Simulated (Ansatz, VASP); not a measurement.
**One calculation of Pd, two programs**

```
Pd
1.0
     2.71664    0.00000    0.00000
     0.00000    3.84191    0.00000
     0.00000    0.00000   21.43330
Pd
5
Direct
  0.00000 0.00000 0.37766
  0.50000 0.50000 0.43465
  0.00000 0.00000 0.50000
  0.50000 0.50000 0.56535
  0.00000 0.00000 0.62234
```

Alike in both runs: functional LDA; k mesh 13 × 10 × 1; occupations fermi-dirac, width 0.1 eV; no spin polarisation.

Ansatz relaxed the structure, and its values are those at the end. VASP's run is a single point on that final structure, the one shown.

|  | VASP | Ansatz |
| --- | --- | --- |
| version | VASP 6.6.1 | Ansatz 0.2.0 |
| potentials or method | VASP PAW LDA potentials, release 64 (Pd), cutoff 520 eV | all-electron LAPW, scalar-relativistic |

Ansatz gave:

* rms of the force components (eV/Å): 0.001

Problem. What did VASP give for the same quantities?

Solution. rms of the force components (eV/Å): 0.004.

LDA's correlation is that of Perdew and Zunger in VASP and of Perdew and Wang (1992) in Ansatz. Ansatz ran all-electron here, and VASP with PAW potentials.
